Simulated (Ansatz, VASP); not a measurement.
# One calculation of LiF, two programs

```xyz
4
Lattice="3.0933 0.0000 0.0000 -1.5466 2.6789 0.0000 0.0000 0.0000 5.0059" Properties=species:S:1:pos:R:3 pbc="T T T"
Li    0.0000    1.7859    1.6523
Li    1.5466    0.8930    4.1552
F     0.0000    1.7859    4.9755
F     1.5466    0.8930    2.4725
```

Alike in both runs: task single point; functional PBE; k mesh 9 × 9 × 6; occupations gaussian, width 0.05 eV; no spin polarisation.

|  | VASP | Ansatz |
| --- | --- | --- |
| version | VASP 6.6.1 | Ansatz 0.2.0 |
| potentials or method | VASP PAW PBE potentials, release 64 (Li_sv, F), cutoff 520 eV | scalar-relativistic, plane waves, PAW |
| valence electrons in the cell | 20 | 20 |

```tsv
	VASP	Ansatz	Ansatz less VASP
gap on the k mesh at the Fermi level (eV)	7.54	7.55	+0.012
least direct gap on the mesh (eV)	7.54	7.55	+0.012
rms of the force components (eV/Å)	0.712	0.678	-0.0338
```

Atom by atom the forces differ by 0.034 eV/Å (rms over components).

Noted on VASP's run: the cutoff is short for stress, so the pressure is rough.
